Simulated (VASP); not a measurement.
# In (P6/mmm) in VASP: a series of runs

Runs on In. Level: LDA. Tasks: single point.

All numbers are computed with VASP 6.6.1; they aren't measurements. Logs are shortened: lines on timing, memory, paths and dates and some standing lists are left out, and cuts for length are marked.

**1. The cell of the first run**

The structure is hexagonal, space group P6/mmm (No. 191). Conventional cell: a = 2.488 Å, b = 2.488 Å, c = 2.388 Å, α = 90.00°, β = 90.00°, γ = 120.00°. Within 3.2 Å of In (site symmetry 6/mmm) lie 8 In at 2.39 to 2.49 Å.

This isn't the form of In at room conditions, which is tetragonal.

**2. Single point, LDA**

File INCAR:

```
PREC = Accurate
ENCUT = 520
EDIFF = 1E-6
ISMEAR = -1
SIGMA = 0.05
LREAL = False
LASPH = True
NELM = 80
ALGO = Normal
ISIF = 2
LWAVE = False
LCHARG = True
GGA = CA
LELF = True
LVHAR = True
NBANDS = 12
```

File KPOINTS:

```
Automatic mesh
0
Gamma
  17 17 16
```

File POSCAR:

```
In
1.0
    2.4883001676      0.0000000000      0.0000000000
   -1.2441500838      2.1549311573      0.0000000000
    0.0000000000      0.0000000000      2.3879507761
In
1
Direct
    0.0000000000      0.0000000000      0.0000000000
```

Potentials or basis: VASP PAW LDA potentials, release 64 (In_d).

Command:

```console
$ cat potpaw_LDA.64/In_d/POTCAR > POTCAR
$ mpirun -np 1 vasp_std > vasp.out
```

OUTCAR:

```text
PREC = Accurate
   ENCUT = 520
   EDIFF = 1E-6
   ISMEAR = -1
   LREAL = False
   LASPH = True
   NELM = 80
   ISIF = 2
   GGA = CA

 ion  position               nearest neighbor table
   1  0.000  0.000  0.000-

  LATTYP: Found a hexagonal cell.
 ALAT       =     2.4883001676
 C/A-ratio  =     0.9596715088

  Lattice vectors:

 A1 = (   2.4883001676,   0.0000000000,   0.0000000000)
 A2 = (  -1.2441500838,   2.1549311573,   0.0000000000)
 A3 = (   0.0000000000,   0.0000000000,   2.3879507761)

Analysis of symmetry for initial positions (statically):
=====================================================================
 Subroutine PRICEL returns:
 Original cell was already a primitive cell.

 Routine SETGRP: Setting up the symmetry group for a
 hexagonal supercell.

 Subroutine GETGRP returns: Found 24 space group operations
 (whereof 24 operations were pure point group operations)
 out of a pool of 24 trial point group operations.

The static configuration has the point symmetry D_6h.

Analysis of symmetry for dynamics (positions and initial velocities):
=====================================================================
 Subroutine PRICEL returns:
 Original cell was already a primitive cell.

 Routine SETGRP: Setting up the symmetry group for a
 hexagonal supercell.

 Subroutine GETGRP returns: Found 24 space group operations
 (whereof 24 operations were pure point group operations)
 out of a pool of 24 trial point group operations.

The dynamic configuration has the point symmetry D_6h.

 Subroutine INISYM returns: Found 24 space group operations
 (whereof 24 operations are pure point group operations),
 and found     1 'primitive' translations

----------------------------------------------------------------------------------------

                                     Primitive cell

  volume of cell :      12.8045

  direct lattice vectors                    reciprocal lattice vectors
     2.488300168  0.000000000  0.000000000     0.401880775  0.232025974  0.000000000
    -1.244150084  2.154931157  0.000000000     0.000000000  0.464051947  0.000000000
     0.000000000  0.000000000  2.387950776     0.000000000  0.000000000  0.418769101

  length of vectors
     2.488300168  2.488300168  2.387950776     0.464051947  0.464051947  0.418769101

  position of ions in fractional coordinates (direct lattice)
     0.000000000  0.000000000  0.000000000

  ion indices of the primitive-cell ions
   primitive index   ion index
                 1           1

----------------------------------------------------------------------------------------

 KPOINTS: Automatic mesh

Automatic generation of k-mesh.
 Grid dimensions read from file:
 generate k-points for:   17   17   16

 Generating k-lattice:

  Cartesian coordinates                     Fractional coordinates (reciprocal lattice)
     0.023640046  0.013648587  0.000000000     0.058823529  0.000000000  0.000000000
     0.000000000  0.027297173  0.000000000     0.000000000  0.058823529  0.000000000
     0.000000000  0.000000000  0.026173069     0.000000000  0.000000000  0.062500000

  Length of vectors
     0.027297173  0.027297173  0.026173069

  Shift w.r.t. Gamma in fractional coordinates (k-lattice)
     0.000000000  0.000000000  0.000000000

 Subroutine IBZKPT returns following result:
 ===========================================

 Found    297 irreducible k-points:

 Following reciprocal coordinates:
            Coordinates               Weight
  0.000000  0.000000  0.000000      1.000000
  0.058824  0.000000  0.000000      6.000000
  0.117647  0.000000  0.000000      6.000000
  0.176471  0.000000  0.000000      6.000000
  0.235294  0.000000  0.000000      6.000000
  0.294118  0.000000  0.000000      6.000000
[... 16 lines left out ...]
  0.411765  0.117647  0.000000     12.000000
  0.176471  0.176471  0.000000      6.000000
 [... further k-points ...]
   k-points           NKPTS =    297   k-points in BZ     NKDIM =    297   number of bands    NBANDS=     12
   number of dos      NEDOS =    301   number of ions     NIONS =      1
   total plane-waves  NPLWV =   7200
   dimension x,y,z NGX =    20 NGY =   20 NGZ =   18
   dimension x,y,z NGXF=    40 NGYF=   40 NGZF=   36
   ions per type =               1
   NGX,Y,Z   is equivalent  to a cutoff of  13.36, 13.36, 12.53 a.u.
   NGXF,Y,Z  is equivalent  to a cutoff of  26.72, 26.72, 25.06 a.u.
 SYSTEM =  unknown system
   PREC   = accura    normal or accurate (medium, high low for compatibility)
   ISTART =      0    job   : 0-new  1-cont  2-samecut
   ICHARG =      2    charge: 1-file 2-atom 10-const
   ISPIN  =      1    spin polarized calculation?
   LNONCOLLINEAR =      F non collinear calculations
   LSORBIT =      F    spin-orbit coupling
   LASPH  =      T    aspherical Exc in radial PAW
   ENCUT  =  520.0 eV  38.22 Ry    6.18 a.u.   4.63  4.63  4.44*2*pi/ulx,y,z
   NELM   =     80;   NELMIN=  2; NELMDL= -5     # of ELM steps
   EDIFF  = 0.1E-05   stopping-criterion for ELM
   LREAL  =      F    real-space projection
   EDIFFG = 0.1E-04   stopping-criterion for IOM
   NSW    =      0    number of steps for IOM
   IBRION =     -1    ionic relax: 0-MD 1-quasi-New 2-CG
   NFREE  =      0    steps in history (QN), initial steepest desc. (CG)
   ISIF   =      2    stress and relaxation
   ISYM   =      2    0-nonsym 1-usesym 2-fastsym
   POTIM  = 0.5000    time-step for ionic-motion
   TEBEG  =    0.0;   TEEND  =   0.0 temperature during run
   PSTRESS=    0.0 pullay stress
   NELECT =      13.0000    total number of electrons
   NUPDOWN=      -1.0000    fix difference up-down
   EMIN   =  10.00;   EMAX   =-10.00  energy-range for DOS
   EFERMI =   0.00;   METHOD = LEGACY
   ISMEAR =    -1;   SIGMA  =   0.05  broadening in eV -4-tet -1-fermi 0-gaus
   EFERMI_NEDOS =   21; number of points for ismear=-14 and -15
   IALGO  =     38    algorithm
   IMIX   =      4    mixing-type and parameters
     AMIX     =   0.40;   BMIX     =  1.00
     AMIX_MAG =   1.60;   BMIX_MAG =  1.00
  volume/ion in A,a.u.               =      12.80        86.41
  Fermi-wavevector in a.u.,A,eV,Ry     =   1.645390  3.109336 36.835151  2.707307
  Thomas-Fermi vector in A             =   2.735195
   LORBIT       =      0    0 simple, 1 ext, 2 COOP (PROOUT), +10 PAW based schemes
   GGA     = CA    functional components
   LHFCALC =     F    Hartree Fock is set to
   AEXX    =    0.0000 exact exchange contribution
   IVDW    =     0    specifies the selected vdW correction
   LEPSILON=     F    determine dielectric tensor
   LRPA    =     F    only Hartree local field effects (RPA)
 non-spin polarized calculation
  energy-cutoff  :      520.00
  volume of cell :       12.80
 maximum number of plane-waves:       363
 NGX is ok and might be reduce to    20
   NGX =  9   NGY =  9   NGZ =  9

 number of electron      13.0000003 magnetization

 Free energy of the ion-electron system (eV)
  ---------------------------------------------------
  ext. energy  EPLUGINS =         0.00000000
  ---------------------------------------------------
  free energy    TOTEN  =         0.59609395 eV

  energy without entropy =        0.59854356  energy(sigma->0) =        0.59731875

 E-fermi :  19.3234     XC(G=0): -14.3819

 val. band max:       19.2928901189   @ k =   0.2941   0.1765   0.0000
 cond. band min:      19.3683410987   @ k =   0.3529   0.0000   0.3750
 fundamental gap:      0.0754509798
 Fermi energy:        19.3233558941

 k-point     1 :       0.0000    0.0000    0.0000
  band No.  band energies     occupation
      1       0.2320      2.00000
      2       2.0221      2.00000
      3       2.0221      2.00000
      4       2.7145      2.00000
      5       4.1223      2.00000
      6       4.1223      2.00000
      7      29.1197      0.00000
      8      31.1863      0.00000
      9      35.8131      0.00000
     10      35.8131      0.00000
     11      36.3046      0.00000
     12      40.6938      0.00000

 k-point     2 :       0.0588    0.0000    0.0000
  band No.  band energies     occupation
      1       0.2725      2.00000
      2       1.9826      2.00000
      3       2.0902      2.00000
      4       2.8435      2.00000
      5       4.0775      2.00000
      6       4.1133      2.00000
      7      29.3153      0.00000
      8      31.0923      0.00000
      9      34.7576      0.00000
     10      35.1734      0.00000
     11      36.2679      0.00000
     12      41.3820      0.00000

 k-point     3 :       0.1176    0.0000    0.0000
  band No.  band energies     occupation
      1       0.3783      2.00000
      2       1.8576      2.00000
      3       2.2885      2.00000
      4       3.2563      2.00000
      5       3.9512      2.00000
      6       4.0873      2.00000
      7      29.8902      0.00000
      8      30.2684      0.00000
      9      33.4090      0.00000
     10      33.8202      0.00000
     11      36.0605      0.00000
     12      42.6905      0.00000
[... 286 lines left out ...]
 k-point    23 :       0.4118    0.1176    0.0000
  band No.  band energies     occupation
      1       0.6777      2.00000
      2       1.4640      2.00000
      3       2.9823      2.00000
      4       3.7577      2.00000
      5       3.8752      2.00000
      6      11.9657      2.00000
      7      15.7164      2.00000
      8      24.4979      0.00000
      9      34.2430      0.00000
     10      37.3457      0.00000
     11      37.9718      0.00000
     12      42.1063      0.00000

 k-point    24 :       0.1765    0.1765    0.0000
  band No.  band energies     occupation
      1       0.8801      2.00000
      2       1.4868      2.00000
      3       2.8781      2.00000
      4       3.3543      2.00000
      5       3.8667      2.00000
      6       6.8865      2.00000
      7      24.4530      0.00000
      8      24.7268      0.00000
      9      33.8334      0.00000
     10      34.9147      0.00000
     11      37.9139      0.00000
     12      42.4884      0.00000

 [... further k-points ...]
[... 5 lines left out ...]
  --------------------------------------------------------------------------------------
  -------------------------------------------------------------------------------------
  Total       15.3580215     15.3580215     15.3911924      0.0000000      0.0000000      0.0000000
  in kB     1921.6943515   1921.6943514   1925.8449142      0.0000000      0.0000000      0.0000000
  external PRESSURE =    1923.0778723 kB  Pullay stress =       0.0000000 kB

 VOLUME and BASIS-vectors are now :
 -----------------------------------------------------------------------------
  energy-cutoff  :      520.00
  volume of cell :       12.80
      direct lattice vectors                 reciprocal lattice vectors
     2.488300168  0.000000000  0.000000000     0.401880775  0.232025974  0.000000000
    -1.244150084  2.154931157  0.000000000     0.000000000  0.464051947  0.000000000
     0.000000000  0.000000000  2.387950776     0.000000000  0.000000000  0.418769101

 POSITION                                       TOTAL-FORCE (eV/Angst)
 -----------------------------------------------------------------------------------
      0.00000      0.00000      0.00000         0.000000      0.000000      0.000000
 -----------------------------------------------------------------------------------
    total drift:                                0.000000      0.000000     -0.000000

  FREE ENERGIE OF THE ION-ELECTRON SYSTEM (eV)
  ---------------------------------------------------
  free  energy   TOTEN  =         0.5960939521 eV

  energy  without entropy=        0.5985435562  energy(sigma->0) =        0.59731875
```

Run time: 14 s. Hardware: 1 thread of Intel Xeon 6975P-C (Granite Rapids), shared host; peak memory 0.15 GiB.

Results:

| Quantity | Value |
| --- | --- |
| Free energy | 0.5961 eV |
| Pressure | 192.3 GPa |
| Band gap on the k mesh | zero (an odd number of electrons rules out a gap without spin polarisation) |

Caveat: the cell stands under pressure; spin-orbit coupling is left out, which moves the levels of the heavy elements.

**3. Single point, LDA**

File INCAR:

```
SYSTEM = In
ALGO = Normal
EDIFF = 1E-7
ENCUT = 520
ISIF = 2
ISMEAR = -1
LASPH = .True.
LCHARG = .False.
LREAL = .False.
LWAVE = .False.
NBANDS = 12
NELM = 60
PREC = Accurate
SIGMA = 0.05
```

File KPOINTS:

```
k-points
0
Gamma
  17 17 16
  0 0 0
```

File POSCAR:

```
In
1.0
    2.4883654767      0.0000000000      0.0000000000
   -1.2441827383      2.1549877167      0.0000000000
    0.0000000000      0.0000000000      2.3884270898
In
1
Direct
    0.0000000000      0.0000000000      0.0000000000
```

Potentials or basis: VASP PAW LDA potentials, release 64 (In_d).

Command:

```console
$ cat potpaw_LDA.64/In_d/POTCAR > POTCAR
$ mpirun -np 1 vasp_std > vasp.out
```

Wall time 14 s (1 thread of Intel Xeon 6975P-C (Granite Rapids), shared host); peak memory 0.15 GiB.

The run converged. Its results:

```
Free energy            : 0.5922 eV
Pressure               : 192.1 GPa
Band gap on the k mesh : zero (an odd number of electrons rules out a gap without spin polarisation)
```

Stress tensor (GPa, compression positive):
```
192.01   0.00   0.00
  0.00 192.01   0.00
  0.00   0.00 192.24
```

Levels at points of the mesh, in eV from the Fermi level:
```
           k point  band 5  band 6  band 7  band 8  band 9  band 10
(0.00, 0.00, 0.00)  -15.20  -15.20    9.79   11.87   16.49    16.49
(0.00, 0.00, 0.50)  -16.31   -8.68   -6.58   15.08   18.05    19.02
```

Caveat: the cell stands under pressure; spin-orbit coupling is left out, which moves the levels of the heavy elements.
